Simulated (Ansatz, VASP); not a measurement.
**Two plane-wave programs on Yb**

```xyz
2
Lattice="0.0000 4.3047 4.3047 4.3047 0.0000 4.3047 4.3047 4.3047 0.0000" Properties=species:S:1:pos:R:3 pbc="T T T"
Yb    1.0762    1.0762    1.0762
Yb    7.5332    7.5332    7.5332
```

Alike in both runs: functional r2SCAN; k mesh 7 × 7 × 7; occupations fermi-dirac, width 0.1 eV; no spin polarisation.

Ansatz relaxed the structure, and its values are those at the end. VASP's run is a single point on that final structure, the one shown.

```csv
,VASP,Ansatz
version,VASP 6.6.1,Ansatz 0.2.0
potentials or method,"VASP PAW PBE potentials, release 64 (Yb), cutoff 520 eV","plane waves (500 eV) with PAW, scalar-relativistic"
valence electrons in the cell,48,48
```

|  | VASP | Ansatz | Ansatz less VASP |
| --- | --- | --- | --- |
| pressure (GPa) | -0.2 | 0.0 | +0.23 |

VASP's potentials were made for PBE, not for r2SCAN. With one functional, cell and mesh, what is left measures potentials, basis and numerics.

Neither program's run includes spin-orbit coupling.
